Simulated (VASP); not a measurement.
Input of a VASP 6.6.1 run:

INCAR

```
ALGO = Normal
DIPOL = 0.5 0.5 0.500
EDIFF = 1E-6
EDIFFG = -0.01
ENCUT = 520
GGA = PS
IBRION = 2
IDIPOL = 3
ISIF = 2
ISMEAR = 1
LASPH = True
LCHARG = False
LDIPOL = True
LREAL = False
LWAVE = False
NELM = 100
NSW = 60
PREC = Accurate
SIGMA = 0.1
```

KPOINTS

```
k-points
0
Gamma
  11 11 1
```

File POSCAR:

```
Na
1.0
    4.1667638300      0.0000000000      0.0000000000
    2.0833819150      2.9463469600      0.0000000000
    0.0000000000      0.0000000000     33.6780817570
Na
7
Direct
    0.0000000000      0.0000000000      0.2375432205
    0.5000000000      0.0000000000      0.3250288136
    0.0000000000      0.0000000000      0.4125144068
    0.5000000000      0.0000000000      0.5000000000
    0.0000000000      0.0000000000      0.5874855932
    0.5000000000      0.0000000000      0.6749711864
    0.0000000000      0.0000000000      0.7624567795
```

Potentials or basis: VASP PAW PBE potentials, release 64 (Na_pv).

Command:

```bash
$ cat potpaw_PBE.64/Na_pv/POTCAR > POTCAR
$ mpirun -np 1 vasp_std > vasp.out
```

(1) Predict the band gap on the k mesh.

(2) What does it give for the energy gained by relaxing?

Answers

(1) zero (an odd number of electrons rules out a gap without spin polarisation).

(2) 0.3 meV/atom.
